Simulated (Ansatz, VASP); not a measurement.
## Cu: VASP beside Ansatz

```xyz
1
Lattice="0.0000 1.7819 1.7819 1.7819 0.0000 1.7819 1.7819 1.7819 0.0000" Properties=species:S:1:pos:R:3 pbc="T T T"
Cu    0.0000    0.0000    0.0000
```

Alike in both runs: task single point; functional PBEsol; k mesh 20 × 20 × 20; occupations fermi-dirac, width 0.08 eV; no spin polarisation.

|  | VASP | Ansatz |
| --- | --- | --- |
| version | VASP 6.6.1 | Ansatz 0.2.0 |
| potentials or method | VASP PAW PBE potentials, release 64 (Cu), cutoff 520 eV | all-electron LAPW, scalar-relativistic |

VASP gave:

```
pressure (GPa) : 0.7
```

Task: What did Ansatz give for the same quantities?

Result: Pressure (GPa): 0.0.

VASP's potentials were made for PBE, not for PBEsol. Ansatz ran all-electron here, and VASP with PAW potentials.
